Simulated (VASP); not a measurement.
# Ti6H2O13 in VASP: single point with PBE+D3(BJ)

Aim: the single point of Ti6H2O13 with PBE+D3(BJ).

Program: VASP 6.6.1. These are calculated values, not measurements. Logs are shortened: lines on timing, memory, paths and dates and some standing lists are left out, and cuts for length are marked.

## (1) The cell of the first run

The cell holds a slab with vacuum, 21 atoms: a = 3.787 Å, b = 5.484 Å, c = 28.770 Å, α = 90.00°, β = 90.00°, γ = 110.20°.

## (2) Single point, PBE+D3(BJ)

INCAR reads:

```
PREC     = Accurate       # precision mode
ENCUT    = 520            # plane-wave cutoff, eV
EDIFF    = 1E-7           # SCF threshold, eV
ISMEAR   = 0              # smearing method
SIGMA    = 0.05           # smearing width, eV
LREAL    = Auto         
LASPH    = True           # aspherical terms in the spheres
NELM     = 80             # most SCF steps
ALGO     = Normal         # electronic algorithm
ISIF     = 2              # what is computed and relaxed
LWAVE    = False          # write WAVECAR
LCHARG   = False          # write CHGCAR
LDIPOL   = True         
IDIPOL   = 3            
DIPOL    = 0.5 0.5 0.488
GGA      = PE             # functional
IVDW     = 12             # dispersion correction
NBANDS   = 92             # bands
```

KPOINTS reads:

```
Automatic mesh
0
Gamma
  8 5 1
```

POSCAR reads:

```
Ti6H2O13
1.0
    3.7873671043      0.0000000000      0.0000000000
   -1.8936835521      5.1467408137      0.0000000000
    0.0000000000      0.0000000000     28.7695230012
O Ti H
13 6 2
Direct
    0.3153075005      0.6306150010      0.2954515443
    0.5991521661      0.1983043321      0.3260541020
    0.9554498239      0.9108996478      0.3463990045
    0.2392944895      0.4785889789      0.3770015622
    0.4506861627      0.9013723253      0.4178617749
    0.7345308282      0.4690616564      0.4484643326
    0.0906783366      0.1818763279      0.4689260806
    0.3782837303      0.7522398800      0.4994396783
    0.5861751310      0.1784468331      0.5404231329
    0.8696882141      0.7336546592      0.5692499915
    0.2277344071      0.4524782043      0.5978911292
    0.5302674038      0.0248537929      0.6225497338
    0.7750480292      0.5952936106      0.6647663266
    0.1353786622      0.2707573244      0.3209252744
    0.4192233278      0.8384466555      0.3515278321
    0.2707573243      0.5415146487      0.4433355050
    0.5513926927      0.1033087008      0.4733637108
    0.4082662380      0.8075936180      0.5679229962
    0.6763698353      0.3508096944      0.5962429600
    1.0396233300      0.6448057855      0.6731261165
    0.7482714993      0.7596548994      0.6545638033
```

Potentials or basis: VASP PAW PBE potentials, release 64 (O, Ti_sv, H).

Launch:

```console
> cat potpaw_PBE.64/O/POTCAR potpaw_PBE.64/Ti_sv/POTCAR potpaw_PBE.64/H/POTCAR > POTCAR
> mpirun -np 1 vasp_std > vasp.out
```

OUTCAR:

```text
PREC = Accurate
   ENCUT = 520
   EDIFF = 1E-7
   ISMEAR = 0
   LREAL = Auto
   LASPH = True
   NELM = 80
   ISIF = 2
   GGA = PE
   IVDW = 12
 IVDW          = 12

 ion  position               nearest neighbor table
   1  0.315  0.631  0.295-  15 1.94  14 1.99
   2  0.599  0.198  0.326-  14 1.94  14 1.94  15 1.99
   3  0.955  0.911  0.346-  15 1.94  15 1.94  14 1.99
   4  0.239  0.479  0.377-  16 1.94  14 1.94  15 1.99
   5  0.451  0.901  0.418-  17 1.91  15 1.94  16 1.99
   6  0.735  0.469  0.448-  16 1.94  16 1.94  17 2.01
   7  0.091  0.182  0.469-  17 1.94  17 1.94  16 1.99
   8  0.378  0.752  0.499-  16 1.94  17 1.96  18 1.99
   9  0.586  0.178  0.540-  19 1.83  17 1.97  18 2.07
  10  0.870  0.734  0.569-  18 1.93  18 1.94  19 2.12
  11  0.228  0.452  0.598-  19 1.96  19 1.97  18 2.02
  12  0.530  0.025  0.623-  19 1.84  18 1.93
  13  0.775  0.595  0.665-  20 0.97  21 0.99  19 2.34
  14  0.135  0.271  0.321-   2 1.94   2 1.94   4 1.94   1 1.99   3 1.99
  15  0.419  0.838  0.352-   5 1.94   3 1.94   3 1.94   1 1.94   2 1.99   4 1.99
  16  0.271  0.542  0.443-   4 1.94   6 1.94   6 1.94   8 1.94   5 1.99   7 1.99
  17  0.551  0.103  0.473-   5 1.91   7 1.94   7 1.94   8 1.96   9 1.97   6 2.01
  18  0.408  0.808  0.568-  10 1.93  12 1.93  10 1.94   8 1.99  11 2.02   9 2.07  19 2.91
  19  0.676  0.351  0.596-   9 1.83  12 1.84  11 1.96  11 1.97  10 2.12  13 2.34  18 2.91
  20  0.040  0.645  0.673-  13 0.97
  21  0.748  0.760  0.655-  13 0.99

  LATTYP: Found a base centered orthorhombic cell.
 ALAT       =     3.7873671043
 B/A-ratio  =     2.7178462884
 C/A-ratio  =     7.5961801983

  Lattice vectors:

 A1 = (   1.8936835521,  -5.1467408137,   0.0000000000)
 A2 = (   1.8936835522,   5.1467408137,   0.0000000000)
 A3 = (   0.0000000000,   0.0000000000,  28.7695230012)

Analysis of symmetry for initial positions (statically):
=====================================================================
 Subroutine PRICEL returns:
 Original cell was already a primitive cell.

 Routine SETGRP: Setting up the symmetry group for a
 base centered orthorhombic supercell.

 Subroutine GETGRP returns: Found  1 space group operations
 (whereof  1 operations were pure point group operations)
 out of a pool of  8 trial point group operations.

The static configuration has the point symmetry C_1 .

Analysis of symmetry for dynamics (positions and initial velocities):
=====================================================================
 Subroutine PRICEL returns:
 Original cell was already a primitive cell.

 Routine SETGRP: Setting up the symmetry group for a
 base centered orthorhombic supercell.

 Subroutine GETGRP returns: Found  1 space group operations
 (whereof  1 operations were pure point group operations)
[... 175 lines left out ...]
   IALGO  =     38    algorithm
   IMIX   =      4    mixing-type and parameters
     AMIX     =   0.40;   BMIX     =  1.00
     AMIX_MAG =   1.60;   BMIX_MAG =  1.00
  volume/ion in A,a.u.               =      26.70       180.21
  Fermi-wavevector in a.u.,A,eV,Ry     =   1.059470  2.002108 15.272216  1.122476
  Thomas-Fermi vector in A             =   2.194816
   LORBIT       =      0    0 simple, 1 ext, 2 COOP (PROOUT), +10 PAW based schemes
   GGA     = PE    functional components
   LHFCALC =     F    Hartree Fock is set to
   AEXX    =    0.0000 exact exchange contribution
   IVDW    =    12    specifies the selected vdW correction
   LEPSILON=     F    determine dielectric tensor
   LRPA    =     F    only Hartree local field effects (RPA)
 non-spin polarized calculation
 Gauss-broadening in eV      SIGMA  =   0.05
  energy-cutoff  :      520.00
  volume of cell :      560.79
 maximum number of plane-waves:     15166
   NGX = 15   NGY = 21   NGZ =107

 dipolmoment           0.000000      0.000000      0.000256 electrons x Angstroem

 number of electron     152.0000013 magnetization

 dipolmoment           0.000000      0.000000     -0.036343 electrons x Angstroem

 Free energy of the ion-electron system (eV)
  ---------------------------------------------------
  ext. energy  EPLUGINS =         0.00000000
  ---------------------------------------------------
  free energy    TOTEN  =      -174.50285039 eV

  energy without entropy =     -174.50285039  energy(sigma->0) =     -174.50285039

 E-fermi :  -2.3948     XC(G=0):  -4.6938

 val. band max:       -2.6436504041   @ k =   0.5000   0.0000   0.0000
 cond. band min:      -0.6821143134   @ k =   0.0000   0.0000   0.0000
 fundamental gap:      1.9615360907
 Fermi energy:        -2.3947911872

 k-point     1 :       0.0000    0.0000    0.0000
  band No.  band energies     occupation
      1     -59.5060      2.00000
      2     -59.2236      2.00000
      3     -59.1735      2.00000
      4     -59.0857      2.00000
      5     -59.0296      2.00000
      6     -58.9476      2.00000
[... 1900 lines left out ...]
     87       0.8409      0.00000
     88       0.9075      0.00000
 [bands above 88 left out]

------------------------ aborting loop because EDIFF is reached ----------------------------------------

 vacuum level on the upper side and lower side of the slab       (xc-potential included)        -0.239         0.099

 Edisp (eV)   -3.44927

 E8    (eV) :    -1.3783

  FORCE on cell =-STRESS in cart. coord.  units (eV):
  Direction    XX          YY          ZZ          XY          YZ          ZX
  --------------------------------------------------------------------------------------
  -------------------------------------------------------------------------------------
  Total      -2.41964    -8.73311    -0.30449     0.19132    -1.57266     0.08442
  in kB      -6.91288   -24.95038    -0.86993     0.54660    -4.49306     0.24119
  external pressure =      -10.91 kB  Pullay stress =        0.00 kB

 VOLUME and BASIS-vectors are now :
 -----------------------------------------------------------------------------
  energy-cutoff  :      520.00
  volume of cell :      560.79
      direct lattice vectors                 reciprocal lattice vectors
     3.787367104  0.000000000  0.000000000     0.264035667  0.097148859  0.000000000
    -1.893683552  5.146740814  0.000000000     0.000000000  0.194297719  0.000000000
     0.000000000  0.000000000 28.769523001     0.000000000  0.000000000  0.034759005

 POSITION                                       TOTAL-FORCE (eV/Angst)
 -----------------------------------------------------------------------------------
      0.00000      3.24561      8.50000         0.002036     -1.829130      0.949537
      1.89368      1.02062      9.38042         0.002637      0.317772     -1.109172
      1.89368      4.68816      9.96573        -0.000623      0.372970     -0.109946
      0.00000      2.46317     10.84616         0.002702     -1.083532     -0.447516
      0.00000      4.63913     12.02168        -0.013291     -0.022266      0.109868
      1.89368      2.41414     12.90210         0.004460      0.015711     -0.070094
[... 13 lines left out ...]
     -1.07099      3.31865     19.36552         0.124851      0.003494      0.048887
      1.39543      3.90975     18.83149        -0.074282      0.068053     -0.023997
 -----------------------------------------------------------------------------------
    total drift:                                0.024886      0.000518      0.002016

  FREE ENERGIE OF THE ION-ELECTRON SYSTEM (eV)
  ---------------------------------------------------
  free  energy   TOTEN  =      -177.9521162801 eV

  energy  without entropy=     -177.9521162801  energy(sigma->0) =     -177.95211628

 vacuum level on the upper side and lower side of the slab         3.671         4.015
```

OSZICAR:

```text
N       E                     dE             d eps       ncg     rms          rms(c)
DAV:   1     0.210867663335E+04    0.21087E+04   -0.76597E+04  4368   0.159E+03
DAV:   2     0.137017374070E+03   -0.19717E+04   -0.19153E+04  4848   0.482E+02
DAV:   3    -0.196698268310E+03   -0.33372E+03   -0.33174E+03  4772   0.204E+02
[... 27 lines left out ...]
DAV:  31    -0.174502848883E+03   -0.18509E-05   -0.39738E-08  2616   0.578E-04    0.215E-04
DAV:  32    -0.174502849842E+03   -0.95871E-06   -0.22679E-08  2496   0.517E-04    0.101E-04
DAV:  33    -0.174502850158E+03   -0.31602E-06   -0.92828E-09  2240   0.324E-04    0.760E-05
DAV:  34    -0.174502850324E+03   -0.16619E-06   -0.43612E-09  2248   0.238E-04    0.611E-05
DAV:  35    -0.174502850394E+03   -0.69695E-07   -0.21687E-09  2232   0.208E-04
   1 F= -.17795212E+03 E0= -.17795212E+03  d E =-.123777E-13
```

stdout:

```text
POSCAR found type information on POSCAR O TiH
 POSCAR found :  3 types and      21 ions
 scaLAPACK will be used
 LDA part: xc-table for (Slater+PW92), standard interpolation
 -----------------------------------------------------------------------------
|                                                                             |
|           W    W    AA    RRRRR   N    N  II  N    N   GGGG   !!!           |
|           W    W   A  A   R    R  NN   N  II  NN   N  G    G  !!!           |
|           W    W  A    A  R    R  N N  N  II  N N  N  G       !!!           |
|           W WW W  AAAAAA  RRRRR   N  N N  II  N  N N  G  GGG   !            |
|           WW  WW  A    A  R   R   N   NN  II  N   NN  G    G                |
|           W    W  A    A  R    R  N    N  II  N    N   GGGG   !!!           |
|                                                                             |
|     Your reciprocal lattice and k-lattice belong to different lattice       |
|     classes:                                                                |
|                                                                             |
|        The reciprocal lattice is base centered orthorhombic,                |
|        whereas your k-lattice is simple monoclinic.                         |
|                                                                             |
|     Results are often still useful ...                                      |
|                                                                             |
 -----------------------------------------------------------------------------

 POSCAR, INCAR and KPOINTS ok, starting setup
 FFT: planning ... GRIDC
 FFT: planning ... GRID_SOFT
 FFT: planning ... GRID
 WAVECAR not read
 entering main loop
```

It took 85 min on 1 thread of Oxide Virtual Turin-like, shared host; peak memory 0.91 GiB.

Results:

- Free energy: -177.9521 eV
- Largest force: 4.134 eV/Å
- Band gap on the k mesh: 1.96 eV (least direct gap 2.30 eV)
- Dispersion energy per atom: -0.164 eV

Forces in eV/Å, atoms in the order of the input:
```
O    0.002 -1.829  0.950
O    0.003  0.318 -1.109
O   -0.001  0.373 -0.110
O    0.003 -1.084 -0.448
O   -0.013 -0.022  0.110
O    0.004  0.016 -0.070
O   -0.006 -0.020  0.007
O   -0.002 -0.027  0.028
O   -0.002 -0.006 -0.051
O    0.006  0.005 -0.002
O    0.002 -0.014  0.016
O    0.007 -0.032  0.091
O   -0.047 -0.070 -0.030
Ti  -0.005  3.788  1.656
Ti   0.005 -1.516 -1.716
Ti   0.004 -0.029  0.608
Ti   0.004  0.031  0.015
Ti  -0.024 -0.030 -0.042
Ti   0.009  0.078  0.072
H    0.125  0.003  0.049
H   -0.074  0.068 -0.024
```

Levels at points of the mesh, in eV from the valence-band top:
```
           k point  band 73  band 74  band 75  band 76  band 77  band 78  band 79  band 80
(0.00, 0.00, 0.00)    -0.62    -0.53    -0.38    -0.33     1.96     2.51     2.76     2.77
(0.50, 0.00, 0.00)    -0.44    -0.37    -0.18     0.00     2.68     2.96     3.02     3.15
```
